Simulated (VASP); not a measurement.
# NiO (Fm-3m) in VASP: notebook, part 2 of 2

VASP 6.6.1.

## (3) Electric field gradients, PBE, collinear spin, ferromagnetic start (9.33 Å³/atom)

This run uses another cell than the first one, of 9.33 Å³/atom.

INCAR

```
SYSTEM = NiO
PREC = Accurate ; ENCUT = 520
EDIFF = 1E-8 ; ISMEAR = -1
SIGMA = 0.03 ; LREAL = .False.
LASPH = .True. ; NELM = 150
ALGO = Normal ; ISIF = 2
LWAVE = .False. ; LCHARG = .False.
ISPIN = 2 ; MAGMOM = 1.5 0
LORBIT = 11 ; LMAXMIX = 4
GGA = PE ; LEFG = .True.
NBANDS = 19
```

KPOINTS

```
Automatic mesh
0
Gamma
  17 17 17
  0 0 0
```

POSCAR

```
NiO
1.0
    0.0000000000      2.1051601387      2.1051601387
    2.1051601387      0.0000000000      2.1051601387
    2.1051601387      2.1051601387      0.0000000000
Ni O
1 1
Direct
    0.0000000000      0.0000000000      0.0000000000
    0.5000000000      0.5000000000      0.5000000000
```

Potentials or basis: VASP PAW PBE potentials, release 64 (Ni, O).

On the command line:

```sh
$ cat potpaw_PBE.64/Ni/POTCAR potpaw_PBE.64/O/POTCAR > POTCAR
$ mpirun -np 1 vasp_std > vasp.out
```

OUTCAR:

```text
SYSTEM = NiO
   PREC = Accurate
   ENCUT = 520
   EDIFF = 1E-8
   ISMEAR = -1
   LREAL = .False.
   LASPH = .True.
   NELM = 150
   ISIF = 2
   ISPIN = 2
   LORBIT = 11
   GGA = PE

 ion  position               nearest neighbor table
   1  0.000  0.000  0.000-   2 2.11   2 2.11   2 2.11   2 2.11   2 2.11   2 2.11
   2  0.500  0.500  0.500-   1 2.11   1 2.11   1 2.11   1 2.11   1 2.11   1 2.11

  LATTYP: Found a face centered cubic cell.
 ALAT       =     4.2103202774

  Lattice vectors:

 A1 = (   0.0000000000,   2.1051601387,   2.1051601387)
 A2 = (   2.1051601387,   0.0000000000,   2.1051601387)
 A3 = (   2.1051601387,   2.1051601387,   0.0000000000)

Analysis of symmetry for initial positions (statically):
=====================================================================
 Subroutine PRICEL returns:
 Original cell was already a primitive cell.

 Routine SETGRP: Setting up the symmetry group for a
 face centered cubic supercell.

 Subroutine GETGRP returns: Found 48 space group operations
 (whereof 48 operations were pure point group operations)
 out of a pool of 48 trial point group operations.

The static configuration has the point symmetry O_h .

Analysis of symmetry for dynamics (positions and initial velocities):
=====================================================================
 Subroutine PRICEL returns:
 Original cell was already a primitive cell.

 Routine SETGRP: Setting up the symmetry group for a
 face centered cubic supercell.

 Subroutine GETGRP returns: Found 48 space group operations
 (whereof 48 operations were pure point group operations)
[... 1240 lines left out ...]
  -------------------------------------------------------------------------------------
  Total        0.0354897      0.0354897      0.0354897     -0.0000000      0.0000000      0.0000000
  in kB        3.0473843      3.0473843      3.0473843     -0.0000000      0.0000000      0.0000000
  external PRESSURE =       3.0473843 kB  Pullay stress =       0.0000000 kB

 VOLUME and BASIS-vectors are now :
 -----------------------------------------------------------------------------
  energy-cutoff  :      520.00
  volume of cell :       18.66
      direct lattice vectors                 reciprocal lattice vectors
     0.000000000  2.105160139  2.105160139    -0.237511622  0.237511622  0.237511622
     2.105160139  0.000000000  2.105160139     0.237511622 -0.237511622  0.237511622
     2.105160139  2.105160139  0.000000000     0.237511622  0.237511622 -0.237511622

 POSITION                                       TOTAL-FORCE (eV/Angst)
 -----------------------------------------------------------------------------------
      0.00000      0.00000      0.00000        -0.000000      0.000000      0.000000
      2.10516      2.10516      2.10516         0.000000      0.000000      0.000000
 -----------------------------------------------------------------------------------
    total drift:                                0.000000     -0.000000     -0.000000

  FREE ENERGIE OF THE ION-ELECTRON SYSTEM (eV)
  ---------------------------------------------------
  free  energy   TOTEN  =       -11.4806473574 eV

  energy  without entropy=      -11.4771644059  energy(sigma->0) =      -11.47890588

 Electric field gradients (V/A^2)
---------------------------------------------------------------------
 ion       V_xx      V_yy      V_zz      V_xy      V_xz      V_yz
---------------------------------------------------------------------
   1      -0.000    -0.000     0.000    -0.003    -0.003    -0.003
   2      -0.000    -0.000     0.000    -0.002    -0.002    -0.002
---------------------------------------------------------------------

 Electric field gradients after diagonalization (V/A^2)
 (convention: |V_zz| > |V_xx| > |V_yy|)
----------------------------------------------------------------------
 ion       V_xx      V_yy      V_zz     asymmetry (V_yy - V_xx)/ V_zz
----------------------------------------------------------------------
   1       0.003     0.003    -0.005       0.000
   2       0.002     0.002    -0.004       0.000
----------------------------------------------------------------------

           NMR quadrupolar parameters

 Cq : quadrupolar parameter    Cq=e*Q*V_zz/h
 eta: asymmetry parameters     (V_yy - V_xx)/ V_zz
 Q  : nuclear electric quadrupole moment in mb (millibarn)
----------------------------------------------------------------------
 ion       Cq(MHz)       eta       Q (mb)
----------------------------------------------------------------------
   1      -0.000       0.000       1.000
   2      -0.000       0.000       1.000
----------------------------------------------------------------------

 total charge

# of ion       s       p       d       tot
------------------------------------------
    1        0.324   0.387   8.231   8.942
    2        1.557   3.411   0.000   4.968
--------------------------------------------------
tot          1.881   3.798   8.231  13.909

 magnetization (x)

# of ion       s       p       d       tot
------------------------------------------
    1        0.011   0.015   1.422   1.448
    2        0.027   0.242   0.000   0.269
--------------------------------------------------
tot          0.039   0.256   1.422   1.717
```

OSZICAR:

```text
N       E                     dE             d eps       ncg     rms          rms(c)
DAV:   1     0.836598545270E+02    0.83660E+02   -0.70115E+03 13402   0.104E+03
[... 12 lines left out ...]
DAV:  14    -0.114806458895E+02    0.37693E-05   -0.17230E-05 17111   0.609E-02    0.855E-03
DAV:  15    -0.114806470246E+02   -0.11351E-05   -0.21673E-06 13283   0.145E-02    0.559E-03
DAV:  16    -0.114806473056E+02   -0.28103E-06   -0.48397E-07 16968   0.188E-02    0.953E-04
DAV:  17    -0.114806474036E+02   -0.97936E-07   -0.12607E-07 17805   0.585E-03    0.160E-03
DAV:  18    -0.114806473839E+02    0.19662E-07   -0.15867E-08 10781   0.255E-03    0.920E-04
DAV:  19    -0.114806473640E+02    0.19877E-07   -0.88837E-09  7878   0.190E-03    0.101E-04
DAV:  20    -0.114806473574E+02    0.65866E-08   -0.38020E-09  6531   0.473E-04
   1 F= -.11480647E+02 E0= -.11478906E+02  d E =-.348295E-02  mag=     1.7611
```

stdout:

```text
POSCAR found type information on POSCAR NiO
 POSCAR found :  2 types and       2 ions
 scaLAPACK will be used
 LDA part: xc-table for (Slater+PW92), standard interpolation
 POSCAR, INCAR and KPOINTS ok, starting setup
 FFT: planning ... GRIDC
 FFT: planning ... GRID_SOFT
 FFT: planning ... GRID
 WAVECAR not read
 entering main loop
ion   1

ion   2
```

Run time: 2.3 min. Hardware: 1 thread of Intel Xeon Platinum 8488C (Sapphire Rapids), shared host; peak memory 0.22 GiB.

What came out:

| Quantity | Value |
| --- | --- |
| Free energy | -11.4806 eV |
| Pressure | 0.3 GPa |
| Net moment | 1.76 μB per cell |
| Site moments | Ni +1.45; O +0.27 μB |
| Largest electric field gradient by atom | under 0.05 V/Å² on every atom |
| Valence electrons inside the program's atomic spheres | Ni 8.94; O 4.97 |

Caveat: a cell with one magnetic atom can't hold antiferromagnetic order, which such compounds often take; semilocal functionals often make such compounds metallic where correlation or magnetic order opens a gap, which also shifts bond lengths.

## (4) Electric field gradients, PBE, collinear spin, ferromagnetic start (9.33 Å³/atom)

This run uses another cell than the first one, of 9.33 Å³/atom.

INCAR

```
PREC = Accurate
ENCUT = 520
EDIFF = 1E-8
ISMEAR = -1
SIGMA = 0.03
LREAL = F
LASPH = T
NELM = 150
ALGO = Normal
ISIF = 2
LWAVE = F
LCHARG = F
ISPIN = 2
MAGMOM = 1.5 0
LORBIT = 11
LMAXMIX = 4
GGA = PE
LEFG = T
NBANDS = 19
```

KPOINTS

```
regular mesh
0
Gamma
  17 17 17
```

POSCAR is that of step 3.

Potentials or basis: VASP PAW PBE potentials, release 64 (Ni, O).

On the command line:

```sh
$ cat potpaw_PBE.64/Ni/POTCAR potpaw_PBE.64/O/POTCAR > POTCAR
$ mpirun -np 1 vasp_std > vasp.out
```

OUTCAR:

```text
PREC = Accurate
   ENCUT = 520
   EDIFF = 1E-8
   ISMEAR = -1
   LREAL = F
   LASPH = T
   NELM = 150
   ISIF = 2
   ISPIN = 2
   LORBIT = 11
   GGA = PE

 ion  position               nearest neighbor table
   1  0.000  0.000  0.000-   2 2.11   2 2.11   2 2.11   2 2.11   2 2.11   2 2.11
   2  0.500  0.500  0.500-   1 2.11   1 2.11   1 2.11   1 2.11   1 2.11   1 2.11

  LATTYP: Found a face centered cubic cell.
 ALAT       =     4.2103202774

  Lattice vectors:

 A1 = (   0.0000000000,   2.1051601387,   2.1051601387)
 A2 = (   2.1051601387,   0.0000000000,   2.1051601387)
 A3 = (   2.1051601387,   2.1051601387,   0.0000000000)

Analysis of symmetry for initial positions (statically):
=====================================================================
 Subroutine PRICEL returns:
 Original cell was already a primitive cell.

 Routine SETGRP: Setting up the symmetry group for a
[... 1276 lines left out ...]
 -----------------------------------------------------------------------------------
    total drift:                                0.000000     -0.000000     -0.000000

  FREE ENERGIE OF THE ION-ELECTRON SYSTEM (eV)
  ---------------------------------------------------
  free  energy   TOTEN  =       -11.4806473574 eV

  energy  without entropy=      -11.4771644059  energy(sigma->0) =      -11.47890588

 Electric field gradients (V/A^2)
---------------------------------------------------------------------
 ion       V_xx      V_yy      V_zz      V_xy      V_xz      V_yz
---------------------------------------------------------------------
   1      -0.000    -0.000     0.000    -0.003    -0.003    -0.003
   2      -0.000    -0.000     0.000    -0.002    -0.002    -0.002
---------------------------------------------------------------------

 Electric field gradients after diagonalization (V/A^2)
 (convention: |V_zz| > |V_xx| > |V_yy|)
----------------------------------------------------------------------
 ion       V_xx      V_yy      V_zz     asymmetry (V_yy - V_xx)/ V_zz
----------------------------------------------------------------------
   1       0.003     0.003    -0.005       0.000
   2       0.002     0.002    -0.004       0.000
----------------------------------------------------------------------

           NMR quadrupolar parameters

 Cq : quadrupolar parameter    Cq=e*Q*V_zz/h
 eta: asymmetry parameters     (V_yy - V_xx)/ V_zz
 Q  : nuclear electric quadrupole moment in mb (millibarn)
----------------------------------------------------------------------
 ion       Cq(MHz)       eta       Q (mb)
----------------------------------------------------------------------
   1      -0.000       0.000       1.000
   2      -0.000       0.000       1.000
----------------------------------------------------------------------

 total charge

# of ion       s       p       d       tot
------------------------------------------
    1        0.324   0.387   8.231   8.942
    2        1.557   3.411   0.000   4.968
--------------------------------------------------
tot          1.881   3.798   8.231  13.909

 magnetization (x)

# of ion       s       p       d       tot
------------------------------------------
    1        0.011   0.015   1.422   1.448
    2        0.027   0.242   0.000   0.269
--------------------------------------------------
tot          0.039   0.256   1.422   1.717
```

OSZICAR:

```text
N       E                     dE             d eps       ncg     rms          rms(c)
DAV:   1     0.836598545270E+02    0.83660E+02   -0.70115E+03 13402   0.104E+03
[... 12 lines left out ...]
DAV:  14    -0.114806458895E+02    0.37693E-05   -0.17230E-05 17111   0.609E-02    0.855E-03
DAV:  15    -0.114806470246E+02   -0.11351E-05   -0.21673E-06 13283   0.145E-02    0.559E-03
DAV:  16    -0.114806473056E+02   -0.28103E-06   -0.48397E-07 16968   0.188E-02    0.953E-04
DAV:  17    -0.114806474036E+02   -0.97936E-07   -0.12607E-07 17805   0.585E-03    0.160E-03
DAV:  18    -0.114806473839E+02    0.19662E-07   -0.15867E-08 10781   0.255E-03    0.920E-04
DAV:  19    -0.114806473640E+02    0.19877E-07   -0.88837E-09  7878   0.190E-03    0.101E-04
DAV:  20    -0.114806473574E+02    0.65866E-08   -0.38020E-09  6531   0.473E-04
   1 F= -.11480647E+02 E0= -.11478906E+02  d E =-.348295E-02  mag=     1.7611
```

stdout:

```text
POSCAR found type information on POSCAR NiO
 POSCAR found :  2 types and       2 ions
 scaLAPACK will be used
 LDA part: xc-table for (Slater+PW92), standard interpolation
 POSCAR, INCAR and KPOINTS ok, starting setup
 FFT: planning ... GRIDC
 FFT: planning ... GRID_SOFT
 FFT: planning ... GRID
 WAVECAR not read
 entering main loop
ion   1

ion   2
```

Run time: 2.4 min. Hardware: 1 thread of Intel Xeon Platinum 8488C (Sapphire Rapids), shared host; peak memory 0.21 GiB.

Results:

```yaml
Free_energy: -11.4806 eV
Pressure: 0.3 GPa
Net_moment: 1.76 μB per cell
Site_moments: Ni +1.45; O +0.27 μB
Largest_electric_field_gradient_by_atom: under 0.05 V/Å² on every atom
Valence_electrons_inside_the_program's_atomic_spheres: Ni 8.94; O 4.97
```

Levels at points of the mesh, in eV from the Fermi level:
Spin up:
| k point | band 5 | band 6 | band 7 | band 8 | band 9 | band 10 | band 11 | band 12 | band 13 | band 14 |
| --- | --- | --- | --- | --- | --- | --- | --- | --- | --- | --- |
| (0.00, 0.00, 0.00) | -2.90 | -2.90 | -2.61 | -2.61 | -2.61 | 1.40 | 17.78 | 18.74 | 18.74 | 18.74 |
Spin down:
| k point | band 5 | band 6 | band 7 | band 8 | band 9 | band 10 |
| --- | --- | --- | --- | --- | --- | --- |
| (0.00, 0.00, 0.00) | -1.79 | -1.79 | -1.79 | -0.56 | -0.56 | 1.75 |

Caveat: a cell with one magnetic atom can't hold antiferromagnetic order, which such compounds often take; semilocal functionals often make such compounds metallic where correlation or magnetic order opens a gap, which also shifts bond lengths. With open d or f shells a metallic result of PBE can be an artefact of self-interaction; +U or a hybrid may open a gap.
